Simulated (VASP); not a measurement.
Write the native input for VASP 6.6.1 that does the following.

| Quantity | Value |
| --- | --- |
| Task | single point |
| Functional | PBE |
| Potentials or basis | VASP PAW PBE potentials, release 64 (Zr_sv, S) |
| Cutoff | 520 eV |
| k mesh | 3 × 3 × 4 |
| Occupations | gaussian, width 0.2 eV |
| Spin | no spin polarisation |
| Dipole correction | no |
| Further INCAR settings | ALGO = Normal; EDIFF = 1e-06; NBANDS = 59 |

The structure of Zr3S2 lies in POSCAR:

```
Zr3S2
1.0
    7.1281041409      0.0000000000      0.0000000000
    0.0000000000      7.1281041409      0.0000000000
    0.0000000000      0.0000000000      3.4999678470
Zr S
6 4
Direct
    0.3412539603      0.1587460397      0.5000000000
    0.6587460397      0.8412539603      0.5000000000
    0.8412539603      0.3412539603      0.5000000000
    0.1587460397      0.6587460397      0.5000000000
    0.0000000000      0.0000000000      0.0000000000
    0.5000000000      0.5000000000      0.0000000000
    0.1494384005      0.3505615995      0.0000000000
    0.8505615995      0.6494384005      0.0000000000
    0.3505615995      0.8505615995      0.0000000000
    0.6494384005      0.1494384005      0.0000000000
```

One way to write it, as run:

INCAR

```
PREC = Accurate
ENCUT = 520
EDIFF = 1E-6
ISMEAR = 0
SIGMA = 0.2
LREAL = F
LASPH = T
NELM = 80
ALGO = Normal
ISIF = 2
LWAVE = F
LCHARG = F
GGA = PE
NBANDS = 59
```

KPOINTS

```
regular mesh
0
Gamma
  3 3 4
```

Potentials or basis: VASP PAW PBE potentials, release 64 (Zr_sv, S).

Command:

```bash
$ cat potpaw_PBE.64/Zr_sv/POTCAR potpaw_PBE.64/S/POTCAR > POTCAR
$ mpirun -np 1 vasp_std > vasp.out
```

It gave:

```json
{
  "Pressure": "0.0 GPa",
  "Largest force": "0.053 eV/Å",
  "Band gap on the k mesh": "zero (bands 48 and 49 overlap by 0.04 eV)"
}
```

Caveat: the k points lie up to 0.45 Å⁻¹ apart.

Wall time 65 s on 1 thread of Intel(R) Xeon(R) 6975P-C (Granite Rapids), on a shared host, peak memory 0.29 GiB.
